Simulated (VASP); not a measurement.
# InO in VASP: further runs

InO is run at these levels: PBEsol+D3(BJ); tasks: single point.

All numbers are computed with VASP 6.6.1; they aren't measurements. Logs are shortened: lines on timing, memory, paths and dates and some standing lists are left out, and cuts for length are marked.

## (1) The cell of the first run

The cell holds a slab with vacuum, 4 atoms: a = 3.501 Å, b = 3.501 Å, c = 15.451 Å, α = 90.00°, β = 90.00°, γ = 120.00°.

## (2) Single point, PBEsol+D3(BJ)

INCAR

```
  ALGO = Normal
  EDIFF = 1E-7
  ENCUT = 520
  GGA = PS
  ISIF = 2
  ISMEAR = 0
  IVDW = 12
  LASPH = True
  LCHARG = False
  LREAL = False
  LWAVE = False
  NBANDS = 27
  NELM = 60
  PREC = Accurate
  SIGMA = 0.03
```

KPOINTS

```
k-points
0
Gamma
  12 12 4
```

POSCAR

```
InO
1.0
    3.5009294590      0.0000000000      0.0000000000
   -1.7504647295      3.0318938484      0.0000000000
    0.0000000000      0.0000000000     15.4508366886
In O
2 2
Direct
    0.6666666667      0.3333333333      0.5900210000
    0.6666666667      0.3333333333      0.4099790000
    0.0000000000      0.0000000000      0.6398670000
    0.0000000000      0.0000000000      0.3601330000
```

Potentials or basis: VASP PAW PBE potentials, release 64 (In_d, O).

Command:

```sh
cat potpaw_PBE.64/In_d/POTCAR potpaw_PBE.64/O/POTCAR > POTCAR
mpirun -np 1 vasp_std > vasp.out
```

OUTCAR:

```text
EDIFF = 1E-7
   ENCUT = 520
   GGA = PS
   ISIF = 2
   ISMEAR = 0
   IVDW = 12
   LASPH = True
   LREAL = False
   NELM = 60
   PREC = Accurate
 IVDW          = 12

 ion  position               nearest neighbor table
   1  0.667  0.333  0.590-   3 2.16   3 2.16   3 2.16   2 2.78
   2  0.667  0.333  0.410-   4 2.16   4 2.16   4 2.16   1 2.78
   3  0.000  0.000  0.640-   1 2.16   1 2.16   1 2.16
   4  0.000  0.000  0.360-   2 2.16   2 2.16   2 2.16

  LATTYP: Found a hexagonal cell.
 ALAT       =     3.5009294590
 C/A-ratio  =     4.4133527595

  Lattice vectors:

 A1 = (   3.5009294590,   0.0000000000,   0.0000000000)
 A2 = (  -1.7504647295,   3.0318938484,   0.0000000000)
 A3 = (   0.0000000000,   0.0000000000,  15.4508366886)

Analysis of symmetry for initial positions (statically):
=====================================================================
 Subroutine PRICEL returns:
 Original cell was already a primitive cell.

 Routine SETGRP: Setting up the symmetry group for a
 hexagonal supercell.

 Subroutine GETGRP returns: Found 12 space group operations
 (whereof 12 operations were pure point group operations)
 out of a pool of 24 trial point group operations.

The static configuration has the point symmetry D_3h.

Analysis of symmetry for dynamics (positions and initial velocities):
=====================================================================
 Subroutine PRICEL returns:
 Original cell was already a primitive cell.

 Routine SETGRP: Setting up the symmetry group for a
 hexagonal supercell.

 Subroutine GETGRP returns: Found 12 space group operations
 (whereof 12 operations were pure point group operations)
 out of a pool of 24 trial point group operations.

The dynamic configuration has the point symmetry D_3h.

 Subroutine INISYM returns: Found 12 space group operations
 (whereof 12 operations are pure point group operations),
 and found     1 'primitive' translations

----------------------------------------------------------------------------------------

                                     Primitive cell

  volume of cell :     164.0021

  direct lattice vectors                    reciprocal lattice vectors
     3.500929459  0.000000000  0.000000000     0.285638432  0.164913425  0.000000000
    -1.750464729  3.031893848  0.000000000     0.000000000  0.329826851  0.000000000
     0.000000000  0.000000000 15.450836689     0.000000000  0.000000000  0.064721414

  length of vectors
     3.500929459  3.500929459 15.450836689     0.329826851  0.329826851  0.064721414

  position of ions in fractional coordinates (direct lattice)
     0.666666667  0.333333333  0.590021000
     0.666666667  0.333333333  0.409979000
     0.000000000  0.000000000  0.639867000
     0.000000000  0.000000000  0.360133000

  ion indices of the primitive-cell ions
   primitive index   ion index
                 1           1
                 2           2
                 3           3
                 4           4

----------------------------------------------------------------------------------------

 KPOINTS: k-points

Automatic generation of k-mesh.
 Grid dimensions read from file:
 generate k-points for:   12   12    4

 Generating k-lattice:

  Cartesian coordinates                     Fractional coordinates (reciprocal lattice)
     0.023803203  0.013742785  0.000000000     0.083333333  0.000000000  0.000000000
     0.000000000  0.027485571  0.000000000     0.000000000  0.083333333  0.000000000
     0.000000000  0.000000000  0.016180354     0.000000000  0.000000000  0.250000000

  Length of vectors
     0.027485571  0.027485571  0.016180354

  Shift w.r.t. Gamma in fractional coordinates (k-lattice)
     0.000000000  0.000000000  0.000000000

 Subroutine IBZKPT returns following result:
 ===========================================

 Found     57 irreducible k-points:

 Following reciprocal coordinates:
            Coordinates               Weight
  0.000000  0.000000  0.000000      1.000000
  0.083333  0.000000  0.000000      6.000000
  0.166667 -0.000000  0.000000      6.000000
  0.250000  0.000000  0.000000      6.000000
  0.333333  0.000000  0.000000      6.000000
  0.416667  0.000000  0.000000      6.000000
[... 16 lines left out ...]
  0.250000  0.000000  0.250000     12.000000
  0.333333  0.000000  0.250000     12.000000
 [... further k-points ...]
   k-points           NKPTS =     57   k-points in BZ     NKDIM =     57   number of bands    NBANDS=     27
   number of dos      NEDOS =    301   number of ions     NIONS =      4
   total plane-waves  NPLWV =  94080
   dimension x,y,z NGX =    28 NGY =   28 NGZ =  120
   dimension x,y,z NGXF=    56 NGYF=   56 NGZF=  240
   ions per type =               2   2
   NGX,Y,Z   is equivalent  to a cutoff of  13.30, 13.30, 12.91 a.u.
   NGXF,Y,Z  is equivalent  to a cutoff of  26.59, 26.59, 25.82 a.u.
 SYSTEM =  unknown system
   PREC   = accura    normal or accurate (medium, high low for compatibility)
   ISTART =      0    job   : 0-new  1-cont  2-samecut
   ICHARG =      2    charge: 1-file 2-atom 10-const
   ISPIN  =      1    spin polarized calculation?
   LNONCOLLINEAR =      F non collinear calculations
   LSORBIT =      F    spin-orbit coupling
   LASPH  =      T    aspherical Exc in radial PAW
   ENCUT  =  520.0 eV  38.22 Ry    6.18 a.u.   6.51  6.51 28.73*2*pi/ulx,y,z
   NELM   =     60;   NELMIN=  2; NELMDL= -5     # of ELM steps
   EDIFF  = 0.1E-06   stopping-criterion for ELM
   LREAL  =      F    real-space projection
   EDIFFG = 0.1E-05   stopping-criterion for IOM
   NSW    =      0    number of steps for IOM
   IBRION =     -1    ionic relax: 0-MD 1-quasi-New 2-CG
   NFREE  =      0    steps in history (QN), initial steepest desc. (CG)
   ISIF   =      2    stress and relaxation
   ISYM   =      2    0-nonsym 1-usesym 2-fastsym
   POTIM  = 0.5000    time-step for ionic-motion
   TEBEG  =    0.0;   TEEND  =   0.0 temperature during run
   PSTRESS=    0.0 pullay stress
   NELECT =      38.0000    total number of electrons
   NUPDOWN=      -1.0000    fix difference up-down
   EMIN   =  10.00;   EMAX   =-10.00  energy-range for DOS
   EFERMI =   0.00;   METHOD = LEGACY
   ISMEAR =     0;   SIGMA  =   0.03  broadening in eV -4-tet -1-fermi 0-gaus
   EFERMI_NEDOS =   21; number of points for ismear=-14 and -15
   IALGO  =     38    algorithm
   IMIX   =      4    mixing-type and parameters
     AMIX     =   0.40;   BMIX     =  1.00
     AMIX_MAG =   1.60;   BMIX_MAG =  1.00
  volume/ion in A,a.u.               =      41.00       276.69
  Fermi-wavevector in a.u.,A,eV,Ry     =   1.005510  1.900138 13.756166  1.011050
  Thomas-Fermi vector in A             =   2.138194
   LORBIT       =      0    0 simple, 1 ext, 2 COOP (PROOUT), +10 PAW based schemes
   GGA     = PS    functional components
   LHFCALC =     F    Hartree Fock is set to
   AEXX    =    0.0000 exact exchange contribution
   IVDW    =    12    specifies the selected vdW correction
   LEPSILON=     F    determine dielectric tensor
   LRPA    =     F    only Hartree local field effects (RPA)
 non-spin polarized calculation
 Gauss-broadening in eV      SIGMA  =   0.03
  energy-cutoff  :      520.00
  volume of cell :      164.00
 maximum number of plane-waves:      4485
 NGX is ok and might be reduce to    28

 number of electron      38.0000010 magnetization

 Free energy of the ion-electron system (eV)
  ---------------------------------------------------
  ext. energy  EPLUGINS =         0.00000000
  ---------------------------------------------------
  free energy    TOTEN  =       -20.72404482 eV

  energy without entropy =      -20.72404482  energy(sigma->0) =      -20.72404482

 E-fermi :  -1.6588     XC(G=0):  -4.9628

 val. band max:       -1.8059310004   @ k =   0.3333   0.3333   0.2500
 cond. band min:      -1.4047819741   @ k =   0.0000   0.0000   0.5000
 fundamental gap:      0.4011490263
 Fermi energy:        -1.6587850291

 k-point     1 :       0.0000    0.0000    0.0000
  band No.  band energies     occupation
      1     -19.1420      2.00000
      2     -19.1168      2.00000
      3     -15.1822      2.00000
      4     -15.1652      2.00000
      5     -15.1652      2.00000
      6     -15.1068      2.00000
[... 19 lines left out ...]
     26       7.1903      0.00000
     27       7.1903      0.00000

 k-point     2 :       0.0833    0.0000    0.0000
  band No.  band energies     occupation
      1     -19.1320      2.00000
      2     -19.1081      2.00000
      3     -15.2377      2.00000
      4     -15.1509      2.00000
      5     -15.0896      2.00000
      6     -15.0873      2.00000
[... 19 lines left out ...]
     26       6.8036      0.00000
     27       7.0953      0.00000

 k-point     3 :       0.1667   -0.0000    0.0000
  band No.  band energies     occupation
      1     -19.1067      2.00000
      2     -19.0860      2.00000
      3     -15.2666      2.00000
      4     -15.1167      2.00000
      5     -15.0430      2.00000
      6     -15.0302      2.00000
[... 19 lines left out ...]
     26       6.8728      0.00000
     27       7.0876      0.00000

 k-point     4 :       0.2500    0.0000    0.0000
  band No.  band energies     occupation
      1     -19.0767      2.00000
      2     -19.0596      2.00000
      3     -15.2682      2.00000
      4     -15.0864      2.00000
      5     -15.0230      2.00000
      6     -14.9811      2.00000
[... 19 lines left out ...]
     26       6.6290      0.00000
     27       7.4980      0.00000
[... 516 lines left out ...]
      4     -15.1167      2.00000
      5     -15.0430      2.00000
      6     -15.0302      2.00000
[... 19 lines left out ...]
     26       6.8728      0.00000
     27       7.2788      0.00000

 k-point    23 :       0.2500    0.0000    0.2500
  band No.  band energies     occupation
      1     -19.0767      2.00000
      2     -19.0596      2.00000
      3     -15.2682      2.00000
      4     -15.0864      2.00000
      5     -15.0230      2.00000
      6     -14.9811      2.00000
[... 19 lines left out ...]
     26       6.6290      0.00000
     27       6.9992      0.00000

 k-point    24 :       0.3333    0.0000    0.2500
  band No.  band energies     occupation
      1     -19.0520      2.00000
      2     -19.0376      2.00000
      3     -15.2572      2.00000
      4     -15.0749      2.00000
      5     -15.0505      2.00000
      6     -14.9246      2.00000
[... 19 lines left out ...]
     26       6.4748      0.00000
     27       7.4555      0.00000

 [... further k-points ...]

------------------------ aborting loop because EDIFF is reached ----------------------------------------

 Edisp (eV)   -0.48401

 E8    (eV) :    -0.3352

  FORCE on cell =-STRESS in cart. coord.  units (eV):
  Direction    XX          YY          ZZ          XY          YZ          ZX
  --------------------------------------------------------------------------------------
  -------------------------------------------------------------------------------------
  Total      -3.88487    -3.88487    -0.23952     0.00000    -0.00000     0.00000
  in kB     -37.95223   -37.95223    -2.33993     0.00000    -0.00000     0.00000
  external pressure =      -26.08 kB  Pullay stress =        0.00 kB

 VOLUME and BASIS-vectors are now :
 -----------------------------------------------------------------------------
  energy-cutoff  :      520.00
  volume of cell :      164.00
      direct lattice vectors                 reciprocal lattice vectors
     3.500929459  0.000000000  0.000000000     0.285638432  0.164913425  0.000000000
    -1.750464729  3.031893848  0.000000000     0.000000000  0.329826851  0.000000000
     0.000000000  0.000000000 15.450836689     0.000000000  0.000000000  0.064721414

 POSITION                                       TOTAL-FORCE (eV/Angst)
 -----------------------------------------------------------------------------------
      1.75046      1.01063      9.11632         0.000000      0.000000      0.417349
      1.75046      1.01063      6.33452         0.000000     -0.000000     -0.417349
      0.00000      0.00000      9.88648        -0.000000      0.000000     -0.303091
      0.00000      0.00000      5.56436        -0.000000      0.000000      0.303091
 -----------------------------------------------------------------------------------
    total drift:                               -0.000001      0.000000      0.000000

  FREE ENERGIE OF THE ION-ELECTRON SYSTEM (eV)
  ---------------------------------------------------
  free  energy   TOTEN  =       -21.2080512420 eV

  energy  without entropy=      -21.2080512420  energy(sigma->0) =      -21.20805124
```

Wall time 5 min (1 thread of Intel Xeon Platinum 8488C (Sapphire Rapids), shared host); peak memory 0.42 GiB.

What came out:

```
Free energy                : -21.2081 eV
Largest force              : 0.417 eV/Å
Band gap on the k mesh     : 0.40 eV (least direct gap 0.98 eV)
Dispersion energy per atom : -0.121 eV
```

Forces on the atoms (eV/Å):
```
In   0.000  0.000  0.417
In   0.000  0.000 -0.417
O    0.000  0.000 -0.303
O    0.000  0.000  0.303
```

Caveat: there is no dipole correction, which matters where the two faces differ; semilocal functionals underestimate gaps, and a narrow one can read as zero; the PAW data sets were made with another functional, which shifts forces and pressure a little; spin-orbit coupling is left out, which moves the levels of the heavy elements.

## (3) Single point, PBEsol+D3(BJ)

This run uses another cell than the first one, of the same volume but with other edges.

INCAR

```
PREC = Accurate
ENCUT = 520
EDIFF = 1E-6
ISMEAR = 0
SIGMA = 0.03
LREAL = F
LASPH = T
NELM = 100
ALGO = Normal
ISIF = 2
LWAVE = F
LCHARG = F
GGA = PS
IVDW = 12
NBANDS = 27
```

KPOINTS

```
regular mesh
0
Gamma
  12 12 4
```

POSCAR

```
InO
1.0
    3.3979006105      0.0000000000      0.0000000000
   -1.6989503053      2.9426682482      0.0000000000
    0.0000000000      0.0000000000     16.4020216013
In O
2 2
Direct
    0.6666666667      0.3333333333      0.5900210000
    0.6666666667      0.3333333333      0.4099790000
    0.0000000000      0.0000000000      0.6398670000
    0.0000000000      0.0000000000      0.3601330000
```

Potentials or basis: VASP PAW PBE potentials, release 64 (In_d, O).

Command:

```sh
cat potpaw_PBE.64/In_d/POTCAR potpaw_PBE.64/O/POTCAR > POTCAR
mpirun -np 1 vasp_std > vasp.out
```

OUTCAR:

```text
PREC = Accurate
   ENCUT = 520
   EDIFF = 1E-6
   ISMEAR = 0
   LREAL = F
   LASPH = T
   NELM = 100
   ISIF = 2
   GGA = PS
   IVDW = 12
 IVDW          = 12

 ion  position               nearest neighbor table
   1  0.667  0.333  0.590-   3 2.13   3 2.13   3 2.13   2 2.95
   2  0.667  0.333  0.410-   4 2.13   4 2.13   4 2.13   1 2.95
   3  0.000  0.000  0.640-   1 2.13   1 2.13   1 2.13
   4  0.000  0.000  0.360-   2 2.13   2 2.13   2 2.13

  LATTYP: Found a hexagonal cell.
 ALAT       =     3.3979006105
 C/A-ratio  =     4.8271045806

  Lattice vectors:

 A1 = (   3.3979006105,   0.0000000000,   0.0000000000)
 A2 = (  -1.6989503053,   2.9426682482,   0.0000000000)
 A3 = (   0.0000000000,   0.0000000000,  16.4020216013)

Analysis of symmetry for initial positions (statically):
=====================================================================
 Subroutine PRICEL returns:
 Original cell was already a primitive cell.

 Routine SETGRP: Setting up the symmetry group for a
 hexagonal supercell.
[... 168 lines left out ...]
  free energy    TOTEN  =       -20.77091142 eV

  energy without entropy =      -20.77091130  energy(sigma->0) =      -20.77091136

 E-fermi :  -1.5239     XC(G=0):  -4.8821

 val. band max:       -1.6103274467   @ k =   0.3333   0.3333   0.5000
 cond. band min:      -1.4410498748   @ k =   0.0000   0.0000   0.5000
 fundamental gap:      0.1692775719
 Fermi energy:        -1.5239396718

 k-point     1 :       0.0000    0.0000    0.0000
  band No.  band energies     occupation
      1     -19.5461      2.00000
      2     -19.5298      2.00000
      3     -15.2506      2.00000
      4     -15.2506      2.00000
      5     -15.2185      2.00000
      6     -15.2185      2.00000
[... 709 lines left out ...]
     26       6.9708      0.00000
     27       7.4270      0.00000

 [... further k-points ...]

------------------------ aborting loop because EDIFF is reached ----------------------------------------

 Edisp (eV)   -0.50450

 E8    (eV) :    -0.3501

  FORCE on cell =-STRESS in cart. coord.  units (eV):
  Direction    XX          YY          ZZ          XY          YZ          ZX
  --------------------------------------------------------------------------------------
  -------------------------------------------------------------------------------------
  Total      -0.90653    -0.90653    -2.24536     0.00000     0.00000    -0.00000
  in kB      -8.85611    -8.85611   -21.93551     0.00000     0.00000    -0.00000
  external pressure =      -13.22 kB  Pullay stress =        0.00 kB

 VOLUME and BASIS-vectors are now :
 -----------------------------------------------------------------------------
  energy-cutoff  :      520.00
  volume of cell :      164.00
      direct lattice vectors                 reciprocal lattice vectors
     3.397900610  0.000000000  0.000000000     0.294299367  0.169913819  0.000000000
    -1.698950305  2.942668248  0.000000000     0.000000000  0.339827638  0.000000000
     0.000000000  0.000000000 16.402021601     0.000000000  0.000000000  0.060968094

 POSITION                                       TOTAL-FORCE (eV/Angst)
 -----------------------------------------------------------------------------------
      1.69895      0.98089      9.67754        -0.000000      0.000000     -0.418007
      1.69895      0.98089      6.72448        -0.000000     -0.000000      0.418007
      0.00000      0.00000     10.49511         0.000000     -0.000000     -0.201170
      0.00000      0.00000      5.90691         0.000000     -0.000000      0.201170
 -----------------------------------------------------------------------------------
    total drift:                               -0.000001      0.000000      0.000000

  FREE ENERGIE OF THE ION-ELECTRON SYSTEM (eV)
  ---------------------------------------------------
  free  energy   TOTEN  =       -21.2754157232 eV

  energy  without entropy=      -21.2754156078  energy(sigma->0) =      -21.27541567
```

OSZICAR:

```text
N       E                     dE             d eps       ncg     rms          rms(c)
DAV:   1     0.396522517901E+03    0.39652E+03   -0.17957E+04  3094   0.143E+03
DAV:   2     0.409153420377E+02   -0.35561E+03   -0.34248E+03  3391   0.377E+02
DAV:   3    -0.214672122154E+02   -0.62383E+02   -0.61299E+02  3954   0.174E+02
[... 14 lines left out ...]
DAV:  18    -0.207708998557E+02   -0.60197E-04   -0.27188E-06  2826   0.848E-03    0.148E-03
DAV:  19    -0.207709040896E+02   -0.42339E-05   -0.23377E-07  2876   0.420E-03    0.177E-03
DAV:  20    -0.207709101865E+02   -0.60968E-05   -0.22574E-07  2376   0.285E-03    0.269E-04
DAV:  21    -0.207709112463E+02   -0.10598E-05   -0.42593E-08  2647   0.192E-03    0.185E-04
DAV:  22    -0.207709114171E+02   -0.17084E-06   -0.14565E-08  2419   0.103E-03
   1 F= -.21275416E+02 E0= -.21275416E+02  d E =-.115437E-06
```

Wall time 5.2 min (1 thread of Intel Xeon Platinum 8488C (Sapphire Rapids), shared host); peak memory 0.43 GiB.

Results:

```yaml
Free_energy: -21.2754 eV
Largest_force: 0.418 eV/Å
Band_gap_on_the_k_mesh: 0.17 eV (least direct gap 1.12 eV)
Dispersion_energy_per_atom: -0.126 eV
```

Forces in eV/Å, atoms in the order of the input:
```
In   0.000  0.000 -0.418
In   0.000  0.000  0.418
O    0.000  0.000 -0.201
O    0.000  0.000  0.201
```

Levels at points of the mesh, in eV from the valence-band top:
```csv
k point,band 16,band 17,band 18,band 19,band 20,band 21,band 22,band 23
"(0.00, 0.00, 0.00)",-1.89,-1.86,-1.86,-0.95,0.17,3.07,6.10,6.17
"(0.50, 0.00, 0.00)",-2.81,-2.72,-2.29,-0.33,2.14,3.94,4.92,6.89
"(0.00, 0.00, 0.50)",-1.89,-1.86,-1.86,-0.95,0.17,3.07,5.91,6.61
"(0.50, 0.00, 0.50)",-2.81,-2.72,-2.29,-0.33,2.14,3.94,4.92,6.89
```

Caveat: there is no dipole correction, which matters where the two faces differ; semilocal functionals underestimate gaps, and a narrow one can read as zero; the PAW data sets were made with another functional, which shifts forces and pressure a little; spin-orbit coupling is left out, which moves the levels of the heavy elements.

[end of part 1 of 2]

The gap in the log of VASP goes by the Fermi energy; the results here count the filled bands.